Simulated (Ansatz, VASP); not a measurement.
## One calculation of KBr, two programs

Contents of INCAR:

```
PREC     = Accurate       # precision mode
ENCUT    = 520            # plane-wave cutoff, eV
EDIFF    = 1E-7           # SCF threshold, eV
ISMEAR   = 0              # smearing method
SIGMA    = 0.05           # smearing width, eV
LREAL    = F              # projectors in reciprocal space
LASPH    = T              # aspherical terms in the spheres
NELM     = 60             # most SCF steps
ALGO     = Normal         # electronic algorithm
ISIF     = 2              # what is computed and relaxed
LWAVE    = F              # write WAVECAR
LCHARG   = T              # write CHGCAR
GGA      = PE             # functional
LELF     = T              # ELF
LVHAR    = T            
NBANDS   = 15             # bands
```

Contents of KPOINTS:

```
regular mesh
0
Gamma
  6 6 6
```

Contents of POSCAR:

```
KBr
1.0
    0.0000000000      3.4571250000      3.4571250000
    3.4571250000      0.0000000000      3.4571250000
    3.4571250000      3.4571250000      0.0000000000
K Br
1 1
Direct
    0.0000000000      0.0000000000      0.0000000000
    0.5000000000      0.5000000000      0.5000000000
```

Input for Ansatz:

```yaml
crystal:
  lattice:
    - [0.0, 3.457125, 3.457125]
    - [3.457125, 0.0, 3.457125]
    - [3.457125, 3.457125, 0.0]
  atoms:
    - { symbol: K, position: [0.0, 0.0, 0.0] }
    - { symbol: Br, position: [0.5, 0.5, 0.5] }
basis:
  ecutwfc: 420
kpoints:
  mp_grid: { grid: [6, 6, 6] }
hamiltonian:
  xc: pbe
scf:
  occupations: { method: gaussian, width: 0.05 }
output:
  forces: true
  stress: true
  eigenvalues: true
```

Change from the starting cell: strain +0.050 along x and y, +0.050 along z, atoms carried along.

Alike in both runs: task single point; functional PBE; k mesh 6 × 6 × 6; occupations gaussian, width 0.05 eV; no spin polarisation.

```csv
,VASP,Ansatz
version,VASP 6.6.1,Ansatz 0.2.0
potentials or method,"VASP PAW PBE potentials, release 64 (K_sv, Br), cutoff 520 eV","scalar-relativistic, plane waves, PAW"
valence electrons in the cell,16,16
```

```tsv
	VASP	Ansatz	Ansatz less VASP
gap on the k mesh at the Fermi level (eV)	4.09	4.09	+0.001
least direct gap on the mesh (eV)	4.09	4.09	+0.001
pressure (GPa)	-1.0	-1.0	-0.01
```

The functional is the same, so the differences come from potentials, cutoffs and numerics.
